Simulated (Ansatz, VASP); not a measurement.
Given: the input of a run of VASP 6.6.1 on SnO2.

INCAR

```
PREC     = Accurate       # precision mode
ENCUT    = 520            # plane-wave cutoff, eV
EDIFF    = 1E-6           # SCF threshold, eV
ISMEAR   = -1             # smearing method
SIGMA    = 0.05           # smearing width, eV
LREAL    = F              # projectors in reciprocal space
LASPH    = T              # aspherical terms in the spheres
NELM     = 80             # most SCF steps
ALGO     = Normal         # electronic algorithm
ISIF     = 2              # what is computed and relaxed
LWAVE    = F              # write WAVECAR
LCHARG   = T              # write CHGCAR
GGA      = CA             # functional
LELF     = T              # ELF
LVHAR    = T            
NBANDS   = 20             # bands
```

Contents of KPOINTS:

```
regular mesh
0
Gamma
  10 10 10
```

File POSCAR:

```
SnO2
1.0
    1.6062397745      0.9273629662      4.7683728710
   -1.6062397745      0.9273629662      4.7683728710
    0.0000000000     -1.8547259325      4.7683728710
Sn O
1 2
Direct
    0.5000000000      0.5000000000      0.5000000000
    0.7628300000      0.7628300000      0.7628300000
    0.2371700000      0.2371700000      0.2371700000
```

Potentials or basis: VASP PAW LDA potentials, release 64 (Sn_d, O).

Command:

```console
$ cat potpaw_LDA.64/Sn_d/POTCAR potpaw_LDA.64/O/POTCAR > POTCAR
$ mpirun -np 1 vasp_std > vasp.out
```

Task: Translate it to Ansatz 0.2.0. Potentials there: all-electron LAPW, scalar-relativistic.

Result: As run (the cutoff follows the program's own potentials):

The input input.yaml:

```yaml
crystal:
  lattice:
    - [1.6062397745, 0.9273629662, 4.768372871]
    - [-1.6062397745, 0.9273629662, 4.768372871]
    - [0.0, -1.8547259325, 4.768372871]
  atoms:
    - { symbol: Sn, position: [0.5, 0.5, 0.5] }
    - { symbol: O, position: [0.76283, 0.76283, 0.76283] }
    - { symbol: O, position: [0.23717, 0.23717, 0.23717] }
kpoints:
  mp_grid: { grid: [10, 10, 10] }
scf:
  occupations: { method: fermi_dirac, width: 0.05 }
hamiltonian:
  xc: lda
  pseudopotentials: { kind: all_electron, lapw: { basis_error: 0.002 } }
output:
  forces: true
  stress: true
  eigenvalues: true
```

Potentials or basis: all-electron LAPW, scalar-relativistic.

Launch:

```console
$ ansatz run input.yaml --threads 2 --pin off --max-ram 6144MiB --backend cpu --events-out ev --progress --plain --runs-dir out
```

Both were run:

|  | VASP | Ansatz | Ansatz less VASP |
| --- | --- | --- | --- |
| gap on the k mesh at the Fermi level (eV) | 1.90 | 1.90 | +0.007 |
| least direct gap on the mesh (eV) | 2.04 | 2.05 | +0.001 |
| pressure (GPa) | -5.8 | -6.5 | -0.70 |
| traceless stress, the component that is largest in VASP (GPa) | 0.13 | 0.64 | +0.516 |
| rms of the force components (eV/Å) | 0.194 | 0.221 | +0.0273 |

LDA's correlation is that of Perdew and Zunger in VASP and of Perdew and Wang (1992) in Ansatz. Atom by atom the forces differ by 0.027 eV/Å (rms over components). Ansatz ran all-electron here, and VASP with PAW potentials.
